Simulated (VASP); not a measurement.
Cu5Pt11, 16 atoms in the cell. The typed cell holds 16 atoms: a = 5.417 Å, b = 5.417 Å, c = 8.969 Å, α = 89.91°, β = 90.09°, γ = 119.86°. 

| Quantity | Value |
| --- | --- |
| Program | VASP 6.6.1 |
| Task | single point |
| Functional | r2SCAN |
| Potentials or basis | VASP PAW PBE potentials, release 64 (Cu, Pt) |
| Cutoff | 520 eV |
| k mesh | 3 × 3 × 2, shifted |
| Occupations | gaussian, width 0.1 eV |
| Spin | no spin polarisation |
| Dipole correction | no |
| Further INCAR settings | LREAL = Auto; ALGO = Normal; EDIFF = 1e-06; NBANDS = 96; ISYM = 0 |

Potentials or basis: VASP PAW PBE potentials, release 64 (Cu, Pt).

Run with:

```sh
$ cat potpaw_PBE.64/Cu/POTCAR potpaw_PBE.64/Pt/POTCAR > POTCAR
$ cp INCAR.step1 INCAR
$ mpirun -np 1 vasp_std > vasp.out
$ cp INCAR.step2 INCAR
$ mpirun -np 1 vasp_std > vasp.out
```

Hardware: 1 thread of Intel(R) Xeon(R) 6975P-C (Granite Rapids) (shared host).

Q: Estimate the wall time of this run.

A: It took 13 min on 1 thread of Intel(R) Xeon(R) 6975P-C (Granite Rapids) (shared host), peak memory 0.41 GiB. Counts: k points 9.
